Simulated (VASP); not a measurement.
# Pd2Pt: single point with PBE

The system is Pd2Pt.

```
CELL_PARAMETERS angstrom
-1.66715 1.66715 4.19687
1.66715 -1.66715 4.19687
1.66715 1.66715 -4.19687
ATOMIC_POSITIONS crystal
Pd 0.66553 0.66553 0.00000
Pd 0.33447 0.33447 0.00000
Pt 0.00000 0.00000 0.00000
```

* Program: VASP 6.6.1
* Task: single point
* Functional: PBE
* Potentials or basis: VASP PAW PBE potentials, release 64 (Pd, Pt)
* Cutoff: 520 eV
* k mesh: 20 × 20 × 20
* Occupations: gaussian, width 0.1 eV
* Spin: no spin polarisation
* Dipole correction: no
* Further INCAR settings: ALGO = Fast; EDIFF = 1e-07; NBANDS = 22

```json
{
 "Pressure": "-0.3 GPa",
 "Largest force": "0.005 eV/Å",
 "Band gap on the k mesh": "zero (band 15 reaches 9.91 eV, above the bottom of band 16 at 8.99 eV)"
}
```

Forces in eV/Å, atoms in the order of the input:
```
Pd   0.000  0.000 -0.005
Pd   0.000  0.000  0.005
Pt   0.000  0.000  0.000
```

Levels at points of the mesh, in eV from the Fermi level:
```
           k point  band 11  band 12  band 13  band 14  band 15  band 16  band 17  band 18  band 19  band 20
(0.00, 0.00, 0.00)    -2.18    -2.14    -2.14    -0.92    -0.47    -0.46     5.34     5.39    11.65    11.65
(0.50, 0.00, 0.00)    -1.25    -0.80    -0.36     0.03     0.15     0.21     0.48     1.56     7.88    13.80
(0.50, 0.50, 0.00)    -1.18    -1.17    -0.97    -0.83     0.31     0.40     4.69     5.77     6.31     6.79
(0.50, 0.50, 0.50)    -1.79    -1.61    -0.43    -0.13     0.10     0.10     0.47     6.85     6.85    12.50
```

It took 15 min on 1 thread of Intel(R) Xeon(R) 6975P-C (Granite Rapids), on a shared host, peak memory 0.72 GiB.

Caveat: spin-orbit coupling is left out, which moves the levels of the heavy elements.
